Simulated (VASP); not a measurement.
# LiMg32O32 (a cell with a defect) in VASP: relaxation of the atoms with PBEsol

Aim: the relaxation of the atoms of LiMg32O32 (a cell with a defect) with PBEsol.

Everything below comes from runs of VASP 6.6.1. Logs are shortened: lines on timing, memory, paths and dates and some standing lists are left out, and cuts for length are marked.

## 1. The cell of the first run

The cell holds a defect, 65 atoms: a = 8.429 Å, b = 8.429 Å, c = 8.429 Å, α = 90.00°, β = 90.00°, γ = 90.00°.

## 2. Relaxation of the atoms, PBEsol

File INCAR:

```
SYSTEM = LiMg32O32
ALGO     = Normal         ! electronic algorithm
EDIFF    = 1E-7           ! SCF threshold, eV
EDIFFG   = -0.03          ! ionic threshold
ENCUT    = 650            ! plane-wave cutoff, eV
GGA      = PS             ! functional
GGA_COMPAT= .False.      
IBRION   = 2              ! ionic algorithm
ISIF     = 2              ! what is computed and relaxed
ISMEAR   = -1             ! smearing method
ISYM     = -1           
KPAR     = 1            
LASPH    = .True.         ! aspherical terms in the spheres
LCHARG   = .False.        ! write CHGCAR
LREAL    = Auto         
LWAVE    = .False.        ! write WAVECAR
NELECT   = 258.0        
NELM     = 120            ! most SCF steps
NELMIN   = 4            
NSW      = 100            ! ionic steps
PREC     = Accurate       ! precision mode
SIGMA    = 0.05           ! smearing width, eV
```

File KPOINTS:

```
explicit points
1
Reciprocal
  0.25000000   0.25000000   0.25000000 1
```

File POSCAR:

```
LiMg32O32
1.0
    8.4288080000      0.0000000000      0.0000000000
    0.0000000000      8.4288080000      0.0000000000
    0.0000000000      0.0000000000      8.4288080000
O Mg Li
32 32 1
Direct
    0.2510470000      0.9990290000      0.0005760000
    0.2526830000      0.0016770000      0.5015820000
    0.2515400000      0.4972110000      0.0015960000
    0.2500430000      0.5005160000      0.5019800000
    0.7516860000      0.9959300000      0.9980620000
    0.7502610000      0.0028670000      0.4971870000
    0.7470660000      0.5044820000      0.9999220000
    0.7529510000      0.4993760000      0.5035340000
    0.0020720000      0.2518610000      0.0003770000
    0.0001590000      0.2505800000      0.5008160000
    0.0009800000      0.7487440000      0.0014960000
    0.0042380000      0.7538790000      0.4997250000
    0.5005720000      0.2528800000      0.9978440000
    0.5021130000      0.2482030000      0.4965950000
    0.5043740000      0.7518870000      0.0033760000
    0.4974480000      0.7532340000      0.4981980000
    0.0038400000      0.9986920000      0.2494810000
    0.9980580000      0.9980480000      0.7529770000
    0.9963270000      0.4992380000      0.2508120000
    0.0017560000      0.4972570000      0.7505660000
    0.4998890000      0.9979280000      0.2463660000
    0.5036680000      0.0020260000      0.7491930000
    0.4974320000      0.4972450000      0.2471160000
    0.4953440000      0.5006310000      0.7480560000
    0.2485820000      0.2471030000      0.2496730000
    0.2525630000      0.2488970000      0.7501690000
    0.2529360000      0.7527350000      0.2483890000
    0.2497830000      0.7473340000      0.7472820000
    0.7515680000      0.2523330000      0.2523350000
    0.7468870000      0.2487140000      0.7534950000
    0.7485070000      0.7505810000      0.2528270000
    0.7533930000      0.7522110000      0.7468280000
    0.0017240000      0.0033570000      0.9986720000
    0.0020810000      0.9984930000      0.4994160000
    0.9962640000      0.4998300000      0.0018440000
    0.9981050000      0.5014060000      0.5027320000
    0.4995590000      0.9973820000      0.9995370000
    0.4984940000      0.0027390000      0.5005700000
    0.5005250000      0.5023770000      0.9974100000
    0.4970580000      0.4999460000      0.4988210000
    0.2470600000      0.2488000000      0.9991460000
    0.2517160000      0.2492410000      0.4919530000
    0.2497640000      0.7527940000      0.9978610000
    0.2497880000      0.7474540000      0.4982890000
    0.7506850000      0.2491240000      0.0023330000
    0.7478500000      0.2495800000      0.4984690000
    0.7536420000      0.7528540000      0.9943670000
    0.7522430000      0.7489820000      0.5018070000
    0.2535100000      0.9957040000      0.2488890000
    0.2466090000      0.9993910000      0.7524310000
    0.2505880000      0.4983870000      0.2506610000
    0.2495630000      0.4991170000      0.7487610000
    0.7500240000      0.0035840000      0.2484060000
    0.7516520000      0.9999620000      0.7517390000
    0.7523440000      0.4987540000      0.2500720000
    0.7482150000      0.5018990000      0.7507620000
    0.9976130000      0.2515510000      0.2486170000
    0.0030470000      0.2489220000      0.7486370000
    0.0028450000      0.7484340000      0.2518650000
    0.0001270000      0.7505580000      0.7487660000
    0.4966800000      0.2489230000      0.2504070000
    0.5023040000      0.2471880000      0.7489410000
    0.5046740000      0.7481530000      0.2488500000
    0.4971220000      0.7480030000      0.7465920000
    0.3740180000      0.3735430000      0.3723630000
```

Potentials or basis: VASP PAW PBE potentials, release 64 (O, Mg, Li_sv).

Started as:

```bash
> cat potpaw_PBE.64/O/POTCAR potpaw_PBE.64/Mg/POTCAR potpaw_PBE.64/Li_sv/POTCAR > POTCAR
> mpirun -np 4 vasp_std > vasp.out
```

OUTCAR:

```text
SYSTEM = LiMg32O32
   EDIFF = 1E-7
   EDIFFG = -0.03
   ENCUT = 650
   GGA = PS
   IBRION = 2
   ISIF = 2
   ISMEAR = -1
   ISYM = -1
   LASPH = .True.
   LREAL = Auto
   NELECT = 258.0
   NELM = 120
   NELMIN = 4
   NSW = 100
   PREC = Accurate

 ion  position               nearest neighbor table
   1  0.251  0.999  0.001-  43 2.08  50 2.09  49 2.09  37 2.09  33 2.10  41 2.11
   2  0.253  0.002  0.502-  38 2.07  42 2.09  34 2.11  50 2.12  49 2.13  44 2.14
   3  0.252  0.497  0.002-  41 2.09  51 2.10  39 2.10  52 2.13  35 2.15  43 2.15
   4  0.250  0.501  0.502-  65 1.85  52 2.08  44 2.08  40 2.08  51 2.12  42 2.12  36 2.12
   5  0.752  0.996  0.998-  47 2.05  54 2.08  33 2.11  53 2.11  37 2.13  45 2.13
   6  0.750  0.003  0.497-  46 2.08  53 2.10  38 2.12  34 2.12  48 2.14  54 2.15
   7  0.747  0.504  1.000-  39 2.08  47 2.09  56 2.10  35 2.10  55 2.11  45 2.15
   8  0.753  0.499  0.504-  36 2.07  56 2.08  48 2.10  46 2.11  55 2.14  40 2.16
   9  0.002  0.252  0.000-  41 2.07  35 2.09  57 2.09  33 2.09  45 2.12  58 2.12
  10  0.000  0.251  0.501-  58 2.09  36 2.11  42 2.12  34 2.12  57 2.13  46 2.13
  11  0.001  0.749  0.001-  47 2.09  43 2.10  35 2.10  59 2.11  60 2.13  33 2.15
  12  0.004  0.754  0.500-  34 2.06  44 2.07  59 2.09  60 2.10  48 2.12  36 2.13
  13  0.501  0.253  0.998-  62 2.10  39 2.10  45 2.11  61 2.13  41 2.14  37 2.15
  14  0.502  0.248  0.497-  65 1.84  38 2.07  46 2.07  61 2.08  42 2.11  40 2.12  62 2.13
  15  0.504  0.752  0.003-  63 2.07  37 2.07  47 2.10  39 2.10  43 2.15  64 2.17
  16  0.497  0.753  0.498-  44 2.09  64 2.09  63 2.10  38 2.10  40 2.13  48 2.15
  17  0.004  0.999  0.249-  49 2.10  34 2.11  59 2.11  33 2.11  57 2.13  53 2.14
[... 66 lines left out ...]
                            33 2.95  52 2.96  36 2.97  34 2.98  54 2.98  35 3.01  46 3.01  42 3.01
  59  0.003  0.748  0.252-  12 2.09  19 2.10  27 2.11  17 2.11  11 2.11  31 2.14  44 2.94  34 2.97
                            51 2.97  36 2.97  49 2.97  35 2.97  55 2.98  48 2.98  43 2.99  47 3.02
  60  0.000  0.751  0.749-  32 2.08  18 2.09  12 2.10  28 2.10  11 2.13  20 2.14  47 2.93  48 2.95
                            36 2.95  50 2.95  34 2.96  54 2.97  43 2.97  44 2.98  56 2.98  52 2.99
  61  0.497  0.249  0.250-  65 1.80  14 2.08  25 2.09  23 2.09  21 2.12  13 2.13  29 2.15  42 2.90
                            51 2.95  38 2.96  49 2.96  53 2.97  46 2.98  40 2.98  41 2.99  45 2.99
  62  0.502  0.247  0.749-  30 2.06  22 2.07  13 2.10  26 2.11  14 2.13  24 2.14  38 2.94  46 2.96
                            54 2.96  37 2.98  56 2.98  45 2.99  40 3.00  50 3.00  39 3.00  52 3.01
  63  0.505  0.748  0.249-  31 2.06  15 2.07  16 2.10  21 2.11  23 2.12  27 2.12  55 2.96  39 2.96
                            40 2.97  37 2.97  49 2.97  48 2.98  53 2.99  47 3.00  51 3.00  44 3.01
  64  0.497  0.748  0.747-  28 2.08  24 2.09  16 2.09  22 2.14  32 2.16  15 2.17  44 2.95  40 2.96
                            52 2.96  39 2.96  56 2.96  43 2.97  48 2.98  38 2.99  50 2.99  37 2.99
  65  0.374  0.374  0.372-  42 1.78  61 1.80  51 1.80  23 1.81  25 1.82  40 1.83  14 1.84   4 1.85

IMPORTANT INFORMATION: All symmetrisations will be switched off!
NOSYMM: (Re-)initialisation of all symmetry stuff for point group C_1.

[... 213 lines left out ...]
 maximum number of plane-waves:     22529
 NGX is ok and might be reduce to    70
   NGX = 35   NGY = 35   NGZ = 35

--------------------------------------- Ionic step        1  -------------------------------------------

 number of electron     258.0000003 magnetization

 Free energy of the ion-electron system (eV)
  ---------------------------------------------------
  ext. energy  EPLUGINS =         0.00000000
  ---------------------------------------------------
  free energy    TOTEN  =      -402.74423221 eV

  energy without entropy =     -402.74423221  energy(sigma->0) =     -402.74423221

------------------------ aborting loop because EDIFF is reached ----------------------------------------

  FORCE on cell =-STRESS in cart. coord.  units (eV):
  Direction    XX          YY          ZZ          XY          YZ          ZX
  --------------------------------------------------------------------------------------
  -------------------------------------------------------------------------------------
  Total       -1.4356479     -1.4659010     -2.0253964     -0.6928798     -0.8280801     -0.7413743
  in kB       -3.8411392     -3.9220826     -5.4190372     -1.8538303     -2.2155647     -1.9835795
  external PRESSURE =      -4.3940863 kB  Pullay stress =       0.0000000 kB
[... 278 lines left out ...]
  FREE ENERGIE OF THE ION-ELECTRON SYSTEM (eV)
  ---------------------------------------------------
  free  energy   TOTEN  =      -405.6934770917 eV

  energy  without entropy=     -405.6934770917  energy(sigma->0) =     -405.69347709

[... ionic steps 4 to 7 ...]

--------------------------------------- Ionic step        8  -------------------------------------------

 number of electron     257.9999986 magnetization

------------------------ aborting loop because EDIFF is reached ----------------------------------------
[... 193 lines left out ...]
--------------------------------------- Ionic step       10  -------------------------------------------

 number of electron     257.9999985 magnetization

 Free energy of the ion-electron system (eV)
  ---------------------------------------------------
  ext. energy  EPLUGINS =         0.00000000
  ---------------------------------------------------
  free energy    TOTEN  =      -406.08900632 eV

  energy without entropy =     -406.08900632  energy(sigma->0) =     -406.08900632

 E-fermi :   4.3508     XC(G=0): -11.3172

 val. band max:        3.0059202841   @ k =   0.2500   0.2500   0.2500
 cond. band min:       8.6679338959   @ k =   0.2500   0.2500   0.2500
 fundamental gap:      5.6620136118
 Fermi energy:         4.3507615328

 k-point     1 :       0.2500    0.2500    0.2500
  band No.  band energies     occupation
      1     -39.7483      2.00000
      2     -13.9113      2.00000
      3     -13.5451      2.00000
      4     -13.5447      2.00000
      5     -13.5010      2.00000
      6     -13.2278      2.00000
[... 133 lines left out ...]
    140      11.5400      0.00000
    141      12.0055      0.00000
 [bands above 141 left out]

------------------------ aborting loop because EDIFF is reached ----------------------------------------

  FORCE on cell =-STRESS in cart. coord.  units (eV):
  Direction    XX          YY          ZZ          XY          YZ          ZX
  --------------------------------------------------------------------------------------
  -------------------------------------------------------------------------------------
  Total       -2.2210606     -2.1966311     -2.2326363     -0.6838512     -0.6632174     -0.6693329
  in kB       -5.9425453     -5.8771833     -5.9735166     -1.8296740     -1.7744675     -1.7908296
  external PRESSURE =      -5.9310817 kB  Pullay stress =       0.0000000 kB
[... 80 lines left out ...]
  FREE ENERGIE OF THE ION-ELECTRON SYSTEM (eV)
  ---------------------------------------------------
  free  energy   TOTEN  =      -406.0890063203 eV

  energy  without entropy=     -406.0890063203  energy(sigma->0) =     -406.08900632

 reached required accuracy - stopping structural energy minimisation
```

Wall time 15 min (4 MPI ranks of Intel Xeon Platinum 8375C at 2.90GHz (Ice Lake), shared host); peak memory 0.35 GiB.

What came out:

- Free energy: -406.0890 eV
- Energy gained by relaxing: 51.5 meV/atom
- Ionic steps: 10
- Largest force after relaxing: 0.021 eV/Å

Forces on the atoms (eV/Å):
```
O   -0.004  0.007  0.001
O   -0.003  0.008  0.004
O    0.008  0.003 -0.007
O    0.002  0.003  0.001
O   -0.009  0.000  0.007
O   -0.004 -0.006 -0.003
O    0.006 -0.003 -0.003
O    0.001 -0.004 -0.007
O    0.001 -0.003 -0.010
O    0.008  0.002 -0.006
O   -0.001 -0.007  0.004
O   -0.005  0.000 -0.010
O    0.001  0.001  0.003
O    0.007 -0.001  0.006
O   -0.005  0.000  0.009
O   -0.005 -0.002 -0.001
O   -0.006 -0.001 -0.008
O   -0.002  0.006 -0.007
O    0.014  0.000 -0.004
O    0.009  0.000 -0.003
O   -0.011  0.001  0.010
O   -0.003 -0.001  0.010
O    0.002 -0.001  0.001
O    0.005 -0.002  0.008
O   -0.003  0.006  0.002
O    0.010  0.007 -0.008
O   -0.003 -0.002  0.009
O   -0.003  0.007  0.007
O   -0.003 -0.004  0.001
O    0.011 -0.004 -0.006
O   -0.002 -0.007  0.002
O   -0.007 -0.008 -0.008
Mg  -0.007 -0.003 -0.009
Mg   0.000  0.003 -0.001
Mg   0.009 -0.004 -0.003
Mg   0.010  0.005 -0.005
Mg  -0.010  0.005  0.012
Mg  -0.003 -0.001  0.010
Mg   0.008 -0.002  0.002
Mg   0.007 -0.003  0.000
Mg  -0.001  0.000  0.001
Mg   0.009  0.013  0.002
Mg  -0.002  0.002  0.004
Mg  -0.006  0.007  0.009
Mg   0.000 -0.006  0.002
Mg   0.005 -0.010  0.001
Mg  -0.007 -0.005 -0.001
Mg  -0.011 -0.007 -0.007
Mg  -0.010  0.007  0.002
Mg  -0.004  0.003 -0.003
Mg   0.014 -0.001  0.004
Mg   0.005  0.015  0.002
Mg  -0.014 -0.001 -0.004
Mg  -0.005 -0.005 -0.004
Mg   0.000 -0.006 -0.013
Mg   0.002 -0.010 -0.003
Mg   0.004 -0.005 -0.011
Mg   0.009 -0.001 -0.014
Mg  -0.001 -0.004 -0.006
Mg  -0.002  0.001 -0.004
Mg  -0.004  0.015  0.014
Mg   0.012  0.004  0.005
Mg  -0.006  0.000  0.006
Mg  -0.008 -0.006  0.004
Li   0.000  0.006  0.011
```

The path:
```tsv
step	energy change (eV)	largest force (eV/Å)	pressure (GPa)
1	0.0000	6.0932	-0.44
2	-2.7097	1.4298	-0.13
3	-2.9492	0.7448	-0.49
4	-3.2478	0.3037	-0.62
5	-3.3010	0.3488	-0.63
6	-3.3357	0.1073	-0.60
7	-3.3368	0.1099	-0.58
8	-3.3432	0.0382	-0.59
9	-3.3437	0.0455	-0.59
10	-3.3448	0.0210	-0.59
```

Final structure:
```
CELL_PARAMETERS angstrom
8.42881 0.00000 0.00000
0.00000 8.42881 0.00000
0.00000 0.00000 8.42881
ATOMIC_POSITIONS crystal
O 0.25099 0.00043 0.00019
O 0.24939 0.99697 0.50053
O 0.24904 0.50088 0.99691
O 0.25292 0.49688 0.49659
O 0.75063 0.00003 0.99954
O 0.74981 0.00077 0.49927
O 0.74948 0.49970 0.00038
O 0.75288 0.50117 0.50087
O 0.00094 0.25047 0.00052
O 0.99744 0.24884 0.50086
O 0.00041 0.75006 0.99966
O 0.00113 0.74921 0.49942
O 0.50134 0.24883 0.99666
O 0.49733 0.25256 0.49656
O 0.50009 0.74926 0.00003
O 0.50158 0.75269 0.50057
O 0.00122 0.00060 0.25028
O 0.00043 0.99987 0.74981
O 0.99732 0.50103 0.24876
O 0.00077 0.49951 0.74909
O 0.50174 0.99706 0.24823
O 0.50002 0.00062 0.74866
O 0.49744 0.49714 0.25219
O 0.50117 0.50100 0.75216
O 0.25309 0.25243 0.25222
O 0.24907 0.24869 0.75235
O 0.24941 0.75257 0.24838
O 0.25089 0.74902 0.74876
O 0.75308 0.24900 0.24861
O 0.74943 0.25054 0.74904
O 0.74981 0.74942 0.25013
O 0.75053 0.75018 0.74976
Mg 0.00049 0.99990 0.99971
Mg 0.99756 0.99700 0.50029
Mg 0.99720 0.50053 0.99690
Mg 0.00006 0.50000 0.49999
Mg 0.50115 0.99695 0.99638
Mg 0.50064 0.99989 0.49946
Mg 0.50028 0.50011 0.99947
Mg 0.51694 0.51685 0.51635
Mg 0.25014 0.24967 0.99956
Mg 0.23336 0.23285 0.51628
Mg 0.24994 0.75262 0.99658
Mg 0.25036 0.74975 0.49957
Mg 0.75315 0.24963 0.99675
Mg 0.75018 0.24999 0.49980
Mg 0.75066 0.75023 0.99954
Mg 0.75339 0.75299 0.50034
Mg 0.25048 0.99966 0.24932
Mg 0.24993 0.99688 0.75239
Mg 0.23317 0.51668 0.23276
Mg 0.24998 0.49976 0.74956
Mg 0.75354 0.99716 0.24916
Mg 0.75063 0.00004 0.74978
Mg 0.75023 0.50027 0.24968
Mg 0.75298 0.50071 0.75261
Mg 0.00024 0.24982 0.24971
Mg 0.99725 0.24941 0.75273
Mg 0.99755 0.75285 0.24929
Mg 0.00041 0.75004 0.74987
Mg 0.51721 0.23283 0.23242
Mg 0.50024 0.24972 0.74943
Mg 0.50073 0.74993 0.24922
Mg 0.50103 0.75287 0.75228
Li 0.37534 0.37476 0.37424
```

Levels at points of the mesh, in eV from the Fermi level:
```csv
k point,band 125,band 126,band 127,band 128,band 129,band 130,band 131,band 132,band 133,band 134
"(0.25, 0.25, 0.25)",-1.65,-1.65,-1.64,-1.35,-1.34,4.32,5.85,5.90,5.90,6.40
```

Caveat: the cell carries a net charge on a neutralising background, which shifts energy and pressure; the cell is charged against a uniform background, so pressure and absolute levels hang on convention; the PAW data sets were made with another functional, which shifts forces and pressure a little.
